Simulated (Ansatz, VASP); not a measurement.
## One calculation of BaNb, two programs

```
Ba Nb
1.0
     3.06843    0.00000    0.00000
     0.00000    3.06843    0.00000
     0.00000    0.00000    5.79751
Ba Nb
1 1
Direct
  0.06518 0.00000 0.00000
  0.50000 0.50000 0.50000
```

Alike in both runs: task electric field gradients; functional r2SCAN; k mesh 9 × 9 × 7; occupations fermi-dirac, width 0.05 eV; no spin polarisation.

```csv
,VASP,Ansatz
version,VASP 6.6.1,Ansatz 0.2.0
potentials or method,"VASP PAW PBE potentials, release 64 (Ba_sv, Nb_sv)","PAW with Ansatz's default frozen-core files, scalar-relativistic"
plane-wave cutoff (eV),520,500
valence electrons in the cell,23,23
```

Ansatz gave:

| Item | Value |
| --- | --- |
| pressure (GPa) | 0.1 |
| traceless stress, the component that is largest in VASP (GPa) | 0.08 |
| rms of the force components (eV/Å) | 0.132 |
| size of Vzz on the site where it differs most (V/Å²) | 220.8 |

Q: Estimate VASP's values.

A: Pressure (GPa): 2.0; traceless stress, the component that is largest in VASP (GPa): -0.52; rms of the force components (eV/Å): 0.143; size of Vzz on the site where it differs most (V/Å²): 231.1.

VASP's potentials were made for PBE, not for r2SCAN. Atom by atom the forces differ by 0.010 eV/Å (rms over components).

Spin-orbit coupling is off throughout.
